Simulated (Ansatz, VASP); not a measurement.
**C: VASP beside Ansatz**

The input POSCAR:

```
C
1.0
    0.0000000000      1.7089191755      1.7089191755
    1.7089191755      0.0000000000      1.7089191755
    1.7089191755      1.7089191755      0.0000000000
C
2
Direct
    0.0000000000      0.0000000000      0.0000000000
    0.2500000000      0.2500000000      0.2500000000
```

INCAR.step1

```
  ALGO = Normal
  EDIFF = 1E-5
  ENCUT = 520
  GGA = PE
  ISIF = 2
  ISMEAR = 0
  LASPH = T
  LREAL = F
  LWAVE = T
  NBANDS = 11
  NELM = 100
  PREC = Accurate
  SIGMA = 0.01
```

The input INCAR.step2:

```
  ALGO = Normal
  EDIFF = 1E-6
  ENCUT = 520
  GGA = PE
  HFSCREEN = 0.2079
  ISIF = 2
  ISMEAR = 0
  ISTART = 1
  LASPH = T
  LCHARG = T
  LELF = T
  LHFCALC = T
  LREAL = F
  LVHAR = T
  LWAVE = F
  NBANDS = 11
  NELM = 100
  PREC = Accurate
  PRECFOCK = Normal
  SIGMA = 0.01
```

The input KPOINTS:

```
k-points
0
Gamma
  8 8 8
```

Input for Ansatz:

```yaml
crystal:
  lattice:
    - [0.0, 1.7089191755, 1.7089191755]
    - [1.7089191755, 0.0, 1.7089191755]
    - [1.7089191755, 1.7089191755, 0.0]
  atoms:
    - { symbol: C, position: [0.0, 0.0, 0.0] }
    - { symbol: C, position: [0.25, 0.25, 0.25] }
kpoints:
  mp_grid: { grid: [8, 8, 8] }
  band_path:
    path:
      - [0.0, 0.0, 0.0]
      - [0.5, 0.0, 0.5]
      - [0.625, 0.25, 0.625]
      - [0.375, 0.375, 0.75]
      - [0.5, 0.5, 0.5]
      - [0.5, 0.25, 0.75]
      - [0.0, 0.36849, 0.36849]
    npoints: 1
hamiltonian:
  xc: hse06
scf:
  occupations: { method: fixed }
  n_extra_bands: 4
output:
  forces: true
  stress: true
  eigenvalues: true
  write_density: true
  write_potential: true
  elf: true
  volumetric_format: npy
```

Change from the starting cell: hydrostatic strain -4.0%.

Alike in both runs: task single point; functional HSE06; k mesh 8 × 8 × 8; no spin polarisation.

|  | VASP | Ansatz |
| --- | --- | --- |
| version | VASP 6.6.1 | Ansatz 0.2.0 |
| potentials or method | VASP PAW PBE potentials, release 64 (C) | plane waves, PAW |
| plane-wave cutoff (eV) | 520 | 420 |
| occupations | gaussian, width 0.01 eV | fixed |
| valence electrons in the cell | 8 | 8 |

Ansatz gave:

- gap on the k mesh at the Fermi level (eV): 5.62
- pressure (GPa): 62.9

Task: What did VASP give for the same quantities?

Result: gap on the k mesh at the Fermi level (eV): 5.60; pressure (GPa): 64.4.

Both programs put the cell under a high pressure, so it lies far from rest at this level. Ansatz's warnings: stress exchange threshold loose, stress scf threshold loose.

Noted on VASP's run: the cell as given lies far from equilibrium.
